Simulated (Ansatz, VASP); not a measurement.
# SnTe3 in VASP and in Ansatz

File POSCAR:

```
SnTe3
1.0
    0.0000000000      3.8353039977      3.8353039977
    3.8353039977      0.0000000000      3.8353039977
    3.8353039977      3.8353039977      0.0000000000
Te Sn
3 1
Direct
    0.5000000000      0.5000000000      0.5000000000
    0.7500000000      0.7500000000      0.7500000000
    0.2500000000      0.2500000000      0.2500000000
    0.0000000000      0.0000000000      0.0000000000
```

The input INCAR.step1:

```
PREC = Accurate
ENCUT = 520
ISMEAR = -1
SIGMA = 0.05
LREAL = F
LASPH = T
NELM = 60
NBANDS = 24
GGA = PE
ALGO = Normal
EDIFF = 1E-4
LWAVE = T
LCHARG = F
```

INCAR.step2

```
PREC = Accurate
ENCUT = 520
EDIFF = 1E-7
ISMEAR = -1
SIGMA = 0.05
LREAL = F
LASPH = T
NELM = 60
ALGO = Normal
ISIF = 2
LWAVE = F
LCHARG = T
METAGGA = R2SCAN
LMIXTAU = T
LELF = T
LVHAR = T
NBANDS = 24
ISTART = 1
```

Contents of KPOINTS:

```
regular mesh
0
Gamma
  6 6 6
```

input.yaml

```yaml
crystal:
  lattice:
    - [0.0, 3.8353039977, 3.8353039977]
    - [3.8353039977, 0.0, 3.8353039977]
    - [3.8353039977, 3.8353039977, 0.0]
  atoms:
    - { symbol: Te, position: [0.5, 0.5, 0.5] }
    - { symbol: Te, position: [0.75, 0.75, 0.75] }
    - { symbol: Te, position: [0.25, 0.25, 0.25] }
    - { symbol: Sn, position: [0.0, 0.0, 0.0] }
hamiltonian:
  xc: r2scan
  pseudopotentials: { kind: paw }
kpoints:
  mp_grid: { grid: [6, 6, 6] }
scf:
  occupations: { method: fermi_dirac, width: 0.05 }
output:
  forces: true
  stress: true
  eigenvalues: true
```

Alike in both runs: task single point; functional r2SCAN; k mesh 6 × 6 × 6; occupations fermi-dirac, width 0.05 eV; no spin polarisation.

```csv
,VASP,Ansatz
version,VASP 6.6.1,Ansatz 0.2.0
potentials or method,"VASP PAW PBE potentials, release 64 (Te, Sn_d)",Ansatz PAW
plane-wave cutoff (eV),520,500
valence electrons in the cell,32,62
```

|  | VASP | Ansatz | Ansatz less VASP |
| --- | --- | --- | --- |
| gap on the k mesh at the Fermi level (eV) | none | none | - |
| pressure (GPa) | 1.1 | 1.1 | +0.03 |

VASP's potentials were made for PBE, not for r2SCAN. A gap of «none» marks a metal or a gap that the smearing closes. The functional is the same, so the differences come from potentials, cutoffs and numerics. VASP's potentials hold 32 valence electrons a cell and Ansatz's 62, so a difference there can come from the potentials and not from the codes.

Spin-orbit coupling is off throughout.
